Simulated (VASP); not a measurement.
# Zr8Si15 (P1) in VASP: single point with r2SCAN

Aim: the single point of Zr8Si15 with r2SCAN.

Everything below comes from runs of VASP 6.6.1. Logs are shortened: lines on timing, memory, paths and dates and some standing lists are left out, and cuts for length are marked.

## 1. The cell of the first run

The typed cell holds 23 atoms: a = 7.346 Å, b = 7.639 Å, c = 8.184 Å, α = 83.76°, β = 63.37°, γ = 75.97°.

## 2. Single point, r2SCAN

POSCAR reads:

```
Zr8Si15
1.0
    7.3459383986     -0.0077081059      0.0026435183
    1.8442509142     -7.4131333487      0.0003568792
    3.6703415892     -0.0041539591     -7.3147246945
Zr Si
8 15
Direct
    0.1119278996      0.7875433590      0.8750599954
    0.3641087112      0.7896536794      0.3750398436
    0.6163982743      0.7891522202      0.8755339719
    0.8643316601      0.7900565286      0.3749268658
    0.6413899357      0.2072810700      0.6195751612
    0.8798604113      0.2088272096      0.1282569351
    0.1323592282      0.2092639512      0.6215049936
    0.3870193936      0.2081458243      0.1293668695
    0.5376001065      0.0957293773      0.3756736486
    0.7874120344      0.0984070262      0.8748993227
    0.0397965940      0.0965606093      0.3740293836
    0.4456620539      0.9248595079      0.6420463703
    0.7139035134      0.8925818603      0.1247385106
    0.9630317279      0.8928194812      0.6252779911
    0.2133112197      0.9243664767      0.1084985398
    0.4371299832      0.4956041461      0.8746497023
    0.6857946554      0.4999917404      0.3753198832
    0.9423896198      0.4954551499      0.8736779685
    0.1876267942      0.5001782716      0.3733868381
    0.3131730090      0.4950372041      0.6276733746
    0.5597467778      0.4991247984      0.1265010497
    0.8111753120      0.4992368057      0.6248085663
    0.0630257461      0.4963337186      0.1244812393
```

INCAR.step1 reads:

```
  PREC = Accurate
  ENCUT = 520
  ISMEAR = 0
  SIGMA = 0.1
  LREAL = Auto
  LASPH = T
  NELM = 60
  NBANDS = 95
  ISYM = 0
  GGA = PE
  ALGO = Normal
  EDIFF = 1E-4
  LWAVE = T
  LCHARG = F
```

INCAR.step2 reads:

```
  PREC = Accurate
  ENCUT = 520
  EDIFF = 1E-7
  ISMEAR = 0
  SIGMA = 0.1
  LREAL = Auto
  LASPH = T
  NELM = 60
  ALGO = Normal
  ISIF = 2
  LWAVE = F
  LCHARG = F
  METAGGA = R2SCAN
  LMIXTAU = T
  NBANDS = 95
  ISYM = 0
  ISTART = 1
```

KPOINTS reads:

```
Automatic mesh
0
Gamma
  2 2 2
  0.5 0.5 0.5
```

Potentials or basis: VASP PAW PBE potentials, release 64 (Zr_sv, Si).

Command:

```sh
cat potpaw_PBE.64/Zr_sv/POTCAR potpaw_PBE.64/Si/POTCAR > POTCAR
cp INCAR.step1 INCAR
mpirun -np 1 vasp_std > vasp.out
cp INCAR.step2 INCAR
mpirun -np 1 vasp_std > vasp.out
```

OUTCAR:

```text
PREC = Accurate
   ENCUT = 520
   EDIFF = 1E-7
   ISMEAR = 0
   LREAL = Auto
   LASPH = T
   NELM = 60
   ISIF = 2
   METAGGA = R2SCAN
   ISYM = 0
   ISTART = 1

 ion  position               nearest neighbor table
   1  0.112  0.788  0.875-  13 2.69  14 2.69  12 2.71  15 2.72  18 2.81  20 2.82  23 2.83  16 2.84
                            10 2.93   6 3.63   7 3.63   3 3.64   4 3.66   2 3.66   3 3.71
   2  0.364  0.790  0.375-  14 2.70  13 2.71  21 2.82  17 2.82  19 2.83  12 2.86  15 2.86  20 2.86
                            11 2.91   9 2.92   8 3.58   7 3.59   3 3.65   1 3.66   4 3.67   4 3.67
   3  0.616  0.789  0.876-  13 2.69  14 2.69  15 2.71  12 2.72  22 2.83  21 2.83  18 2.85  16 2.86
                            10 2.93   8 3.62   5 3.62   1 3.64   2 3.65   4 3.66   1 3.71
   4  0.864  0.790  0.375-  13 2.70  14 2.70  19 2.82  22 2.83  17 2.83  23 2.85  15 2.86  12 2.87
                             9 2.91  11 2.93   5 3.57   6 3.59   1 3.66   3 3.66   2 3.67   2 3.67
   5  0.641  0.207  0.620-  11 2.69   9 2.71  10 2.72  17 2.81  12 2.82  22 2.82  20 2.82  16 2.84
                            14 2.95   4 3.57   6 3.59   7 3.62   3 3.62   7 3.73   8 3.73
   6  0.880  0.209  0.128-   9 2.70  10 2.72  11 2.72  15 2.81  17 2.82  21 2.82  18 2.83  23 2.83
                            13 2.97   4 3.59   5 3.59   8 3.62   1 3.63   7 3.71   8 3.73
   7  0.132  0.209  0.622-  11 2.68  10 2.72   9 2.72  12 2.81  22 2.81  18 2.81  19 2.82  20 2.83
                            14 2.97   2 3.59   8 3.60   5 3.62   1 3.63   6 3.71   5 3.73
   8  0.387  0.208  0.129-   9 2.68  11 2.71  10 2.72  19 2.81  21 2.81  15 2.82  16 2.83  23 2.84
                            13 2.95   2 3.58   7 3.60   6 3.62   3 3.62   6 3.73   5 3.73
   9  0.538  0.096  0.376-  12 2.32  13 2.37   8 2.68   6 2.70   5 2.71   7 2.72   4 2.91   2 2.92

  10  0.787  0.098  0.875-  14 2.38  13 2.38   8 2.72   7 2.72   6 2.72   5 2.72   1 2.93   3 2.93

  11  0.040  0.097  0.374-  15 2.32  14 2.38   7 2.68   5 2.69   8 2.71   6 2.72   2 2.91   4 2.93

  12  0.446  0.925  0.642-   9 2.32   1 2.71   3 2.72   7 2.81   5 2.82   2 2.86   4 2.87
  13  0.714  0.893  0.125-   9 2.37  10 2.38   3 2.69   1 2.69   4 2.70   2 2.71   8 2.95   6 2.97

  14  0.963  0.893  0.625-  10 2.38  11 2.38   1 2.69   3 2.69   4 2.70   2 2.70   5 2.95   7 2.97

  15  0.213  0.924  0.108-  11 2.32   3 2.71   1 2.72   6 2.81   8 2.82   4 2.86   2 2.86
  16  0.437  0.496  0.875-  20 2.56  23 2.59  22 2.59  21 2.60   8 2.83   5 2.84   1 2.84   3 2.86

  17  0.686  0.500  0.375-  22 2.59  21 2.59  20 2.59  23 2.60   5 2.81   6 2.82   2 2.82   4 2.83

  18  0.942  0.495  0.874-  20 2.56  23 2.58  22 2.61  21 2.64   1 2.81   7 2.81   6 2.83   3 2.85

  19  0.188  0.500  0.373-  21 2.57  23 2.59  22 2.61  20 2.62   8 2.81   7 2.82   4 2.82   2 2.83

  20  0.313  0.495  0.628-  18 2.56  16 2.56  17 2.59  19 2.62   5 2.82   1 2.82   7 2.83   2 2.86

  21  0.560  0.499  0.127-  19 2.57  17 2.59  16 2.60  18 2.64   8 2.81   6 2.82   2 2.82   3 2.83

  22  0.811  0.499  0.625-  17 2.59  16 2.59  19 2.61  18 2.61   7 2.81   5 2.82   3 2.83   4 2.83

  23  0.063  0.496  0.124-  18 2.58  19 2.59  16 2.59  17 2.60   1 2.83   6 2.83   8 2.84   4 2.85

IMPORTANT INFORMATION: All symmetrisations will be switched off!
NOSYMM: (Re-)initialisation of all symmetry stuff for point group C_1.

----------------------------------------------------------------------------------------

                                     Primitive cell

  volume of cell :     398.3017

  direct lattice vectors                    reciprocal lattice vectors
     7.345938399 -0.007708106  0.002643518     0.136140614  0.033872563  0.068292639
     1.844250914 -7.413133349  0.000356879    -0.000141585 -0.134930949  0.000005582
     3.670341589 -0.004153959 -7.314724694     0.000049194  0.000005658 -0.136685864

  length of vectors
     7.345942918  7.639097303  8.183924608     0.156030451  0.134931023  0.136685873

  position of ions in fractional coordinates (direct lattice)
     0.111927900  0.787543359  0.875059995
     0.364108711  0.789653679  0.375039844
     0.616398274  0.789152220  0.875533972
     0.864331660  0.790056529  0.374926866
     0.641389936  0.207281070  0.619575161
     0.879860411  0.208827210  0.128256935
[... 15 lines left out ...]
     0.811175312  0.499236806  0.624808566
     0.063025746  0.496333719  0.124481239

  ion indices of the primitive-cell ions
   primitive index   ion index
                 1           1
                 2           2
                 3           3
                 4           4
                 5           5
                 6           6
[... 15 lines left out ...]
                22          22
                23          23

----------------------------------------------------------------------------------------

 KPOINTS: Automatic mesh

Automatic generation of k-mesh.
 Grid dimensions read from file:
 generate k-points for:    2    2    2

 Generating k-lattice:

  Cartesian coordinates                     Fractional coordinates (reciprocal lattice)
     0.068070307  0.016936281  0.034146319     0.500000000  0.000000000  0.000000000
    -0.000070793 -0.067465474  0.000002791     0.000000000  0.500000000  0.000000000
     0.000024597  0.000002829 -0.068342932     0.000000000  0.000000000  0.500000000

  Length of vectors
     0.078015226  0.067465512  0.068342937

  Shift w.r.t. Gamma in fractional coordinates (k-lattice)
     0.500000000  0.500000000  0.500000000

 Subroutine IBZKPT returns following result:
 ===========================================

 Found      4 irreducible k-points:

 Following reciprocal coordinates:
            Coordinates               Weight
  0.250000  0.250000  0.250000      2.000000
 -0.250000  0.250000  0.250000      2.000000
  0.250000 -0.250000  0.250000      2.000000
 -0.250000 -0.250000  0.250000      2.000000
   k-points           NKPTS =      4   k-points in BZ     NKDIM =      4   number of bands    NBANDS=     95
   number of dos      NEDOS =    301   number of ions     NIONS =     23
   total plane-waves  NPLWV = 215040
   dimension x,y,z NGX =    56 NGY =   60 NGZ =   64
   dimension x,y,z NGXF=   112 NGYF=  120 NGZF=  128
   ions per type =               8  15
   NGX,Y,Z   is equivalent  to a cutoff of  12.67, 13.06, 13.00 a.u.
   NGXF,Y,Z  is equivalent  to a cutoff of  25.35, 26.12, 26.00 a.u.
 SYSTEM =  unknown system
   PREC   = accura    normal or accurate (medium, high low for compatibility)
   ISTART =      1    job   : 0-new  1-cont  2-samecut
   ICHARG =      0    charge: 1-file 2-atom 10-const
   ISPIN  =      1    spin polarized calculation?
   LNONCOLLINEAR =      F non collinear calculations
   LSORBIT =      F    spin-orbit coupling
   LASPH  =      T    aspherical Exc in radial PAW
   ENCUT  =  520.0 eV  38.22 Ry    6.18 a.u.  13.66 14.20 15.22*2*pi/ulx,y,z
   NELM   =     60;   NELMIN=  2; NELMDL=  0     # of ELM steps
   EDIFF  = 0.1E-06   stopping-criterion for ELM
   LREAL  =      T    real-space projection
   EDIFFG = 0.1E-05   stopping-criterion for IOM
   NSW    =      0    number of steps for IOM
   IBRION =     -1    ionic relax: 0-MD 1-quasi-New 2-CG
   NFREE  =      0    steps in history (QN), initial steepest desc. (CG)
   ISIF   =      2    stress and relaxation
   ISYM   =      0    0-nonsym 1-usesym 2-fastsym
   POTIM  = 0.5000    time-step for ionic-motion
   TEBEG  =    0.0;   TEEND  =   0.0 temperature during run
   PSTRESS=    0.0 pullay stress
   NELECT =     156.0000    total number of electrons
   NUPDOWN=      -1.0000    fix difference up-down
   EMIN   =  10.00;   EMAX   =-10.00  energy-range for DOS
   EFERMI =   0.00;   METHOD = LEGACY
   ISMEAR =     0;   SIGMA  =   0.10  broadening in eV -4-tet -1-fermi 0-gaus
   EFERMI_NEDOS =   21; number of points for ismear=-14 and -15
   IALGO  =     38    algorithm
   IMIX   =      4    mixing-type and parameters
     AMIX     =   0.40;   BMIX     =  1.00
     AMIX_MAG =   1.60;   BMIX_MAG =  1.00
  volume/ion in A,a.u.               =      17.32       116.86
  Fermi-wavevector in a.u.,A,eV,Ry     =   1.197785  2.263486 19.520139  1.434690
  Thomas-Fermi vector in A             =   2.333691
   LORBIT       =      0    0 simple, 1 ext, 2 COOP (PROOUT), +10 PAW based schemes
   METAGGA = R2SCAN    functional components
   LHFCALC =     F    Hartree Fock is set to
   AEXX    =    0.0000 exact exchange contribution
   IVDW    =     0    specifies the selected vdW correction
   LEPSILON=     F    determine dielectric tensor
   LRPA    =     F    only Hartree local field effects (RPA)
 non-spin polarized calculation
 Gauss-broadening in eV      SIGMA  =   0.10
  energy-cutoff  :      520.00
  volume of cell :      398.30
 maximum number of plane-waves:     10730
 NGX is ok and might be reduce to    54
   NGX = 27   NGY = 29   NGZ = 31

 number of electron     155.9999998 magnetization

 Free energy of the ion-electron system (eV)
  ---------------------------------------------------
  ext. energy  EPLUGINS =         0.00000000
  ---------------------------------------------------
  free energy    TOTEN  =      -328.46873756 eV

  energy without entropy =     -328.44661691  energy(sigma->0) =     -328.45767724

 E-fermi :   9.2253     XC(G=0): -11.8361

 val. band max:        9.1499815119   @ k =  -0.2500  -0.2500   0.2500
 cond. band min:       9.3005177267   @ k =   0.2500  -0.2500   0.2500
 fundamental gap:      0.1505362148
 Fermi energy:         9.2253393537

 k-point     1 :       0.2500    0.2500    0.2500
  band No.  band energies     occupation
      1     -41.0209      2.00000
      2     -40.9729      2.00000
      3     -40.9573      2.00000
      4     -40.9431      2.00000
      5     -40.9227      2.00000
      6     -40.9011      2.00000
[... 82 lines left out ...]
     89      11.5388      0.00000
     90      11.6650      0.00000

 k-point     2 :      -0.2500    0.2500    0.2500
  band No.  band energies     occupation
      1     -41.0208      2.00000
      2     -40.9728      2.00000
      3     -40.9577      2.00000
      4     -40.9428      2.00000
      5     -40.9225      2.00000
      6     -40.9016      2.00000
[... 82 lines left out ...]
     89      11.5770      0.00000
     90      11.6482      0.00000

 k-point     3 :       0.2500   -0.2500    0.2500
  band No.  band energies     occupation
      1     -41.0209      2.00000
      2     -40.9729      2.00000
      3     -40.9573      2.00000
      4     -40.9431      2.00000
      5     -40.9227      2.00000
      6     -40.9011      2.00000
[... 82 lines left out ...]
     89      11.7542      0.00000
     90      11.8415      0.00000

 k-point     4 :      -0.2500   -0.2500    0.2500
  band No.  band energies     occupation
      1     -41.0208      2.00000
      2     -40.9728      2.00000
      3     -40.9577      2.00000
      4     -40.9428      2.00000
      5     -40.9225      2.00000
      6     -40.9016      2.00000
[... 82 lines left out ...]
     89      11.6106      0.00000
     90      11.7855      0.00000
 [bands above 90 left out]

------------------------ aborting loop because EDIFF is reached ----------------------------------------

  FORCE on cell =-STRESS in cart. coord.  units (eV):
  Direction    XX          YY          ZZ          XY          YZ          ZX
  --------------------------------------------------------------------------------------
  -------------------------------------------------------------------------------------
  Total       -0.0832833      0.0520480     -0.1535420     -0.0887247     -0.0676851      0.0010101
  in kB       -0.3350089      0.2093641     -0.6176263     -0.3568972     -0.2722649      0.0040630
  external PRESSURE =      -0.2477570 kB  Pullay stress =       0.0000000 kB

 VOLUME and BASIS-vectors are now :
 -----------------------------------------------------------------------------
  energy-cutoff  :      520.00
  volume of cell :      398.30
      direct lattice vectors                 reciprocal lattice vectors
     7.345938399 -0.007708106  0.002643518     0.136140614  0.033872563  0.068292639
     1.844250914 -7.413133349  0.000356879    -0.000141585 -0.134930949  0.000005582
     3.670341589 -0.004153959 -7.314724694     0.000049194  0.000005658 -0.136685864

 POSITION                                       TOTAL-FORCE (eV/Angst)
 -----------------------------------------------------------------------------------
      5.48641     -5.84266     -6.40025        -0.000119      0.002721      0.006438
      5.50756     -5.85817     -2.74207         0.005789      0.024082     -0.000412
      9.19693     -5.85848     -6.40238        -0.009765      0.009340     -0.007205
      9.18250     -5.86501     -2.73992         0.000554      0.020008     -0.002946
      7.36794     -1.54412     -4.53025        -0.002842      0.001179      0.003182
      7.31928     -1.55538     -0.93576         0.012311      0.001419     -0.006333
[... 15 lines left out ...]
      9.17282     -3.70976     -4.56798        -0.002900     -0.001407     -0.003631
      1.83524     -3.68039     -0.91020         0.006603     -0.004896     -0.003434
 -----------------------------------------------------------------------------------
    total drift:                                0.004885     -0.004798     -0.002714

  FREE ENERGIE OF THE ION-ELECTRON SYSTEM (eV)
  ---------------------------------------------------
  free  energy   TOTEN  =      -328.4687375650 eV

  energy  without entropy=     -328.4466169137  energy(sigma->0) =     -328.45767724
```

It took 13 min on 1 thread of Intel Xeon Platinum 8488C (Sapphire Rapids), shared host; peak memory 0.58 GiB.

What came out:

| Property | Result |
| --- | --- |
| Free energy | -328.4687 eV |
| Pressure | 0.0 GPa |
| Largest force | 0.025 eV/Å |
| Band gap on the k mesh | 0.15 eV (least direct gap 0.27 eV) |

Forces on the atoms (eV/Å):
```
Zr   0.000  0.003  0.006
Zr   0.006  0.024  0.000
Zr  -0.010  0.009 -0.007
Zr   0.001  0.020 -0.003
Zr  -0.003  0.001  0.003
Zr   0.012  0.001 -0.006
Zr   0.013 -0.005 -0.002
Zr  -0.010  0.001 -0.007
Si  -0.007  0.007 -0.004
Si   0.000  0.016 -0.007
Si  -0.013 -0.001  0.003
Si  -0.002 -0.014  0.013
Si   0.004 -0.011 -0.007
Si   0.007 -0.008  0.009
Si   0.007 -0.022  0.007
Si  -0.002 -0.004  0.005
Si  -0.004 -0.002  0.002
Si  -0.003 -0.005  0.007
Si  -0.002 -0.004  0.007
Si  -0.002  0.005 -0.004
Si   0.002 -0.007 -0.007
Si  -0.003 -0.001 -0.004
Si   0.007 -0.005 -0.003
```

Caveat: the PAW data sets were made with another functional, which shifts forces and pressure a little; a shifted mesh leaves out Γ, where band edges can lie.
